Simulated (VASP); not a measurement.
ZnS:

```
Zn S
1.0
     0.00000    2.68387    2.68387
     2.68387    0.00000    2.68387
     2.68387    2.68387    0.00000
Zn S
1 1
Direct
  0.75000 0.75000 0.75000
  0.00000 0.00000 0.00000
```

Base run:

- Program: VASP 6.6.1
- Functional: PBE-based screened hybrid with 25 % exact exchange
- Potentials or basis: VASP PAW PBE potentials, release 64 (Zn, S)
- Cutoff: 520 eV
- k mesh: 5 × 5 × 5
- Occupations: fermi-dirac, width 0.05 eV
- Spin: no spin polarisation

Its results: band gap on the k mesh 3.22 eV; pressure 2.8 GPa.

The run is repeated on the same cell with these changes: functional from PBE-based screened hybrid with 25 % exact exchange to b88 exchange, pbe correlation; cutoff from 520 eV to 500 eV; k mesh from 5 × 5 × 5 to 9 × 9 × 9. What comes out?

Band gap on the k mesh 2.20 eV; pressure 3.3 GPa.

Several settings changed at once.

Caveats: the PAW data sets were made with another functional, which shifts forces and pressure a little; the cell stands under pressure (at least some runs).

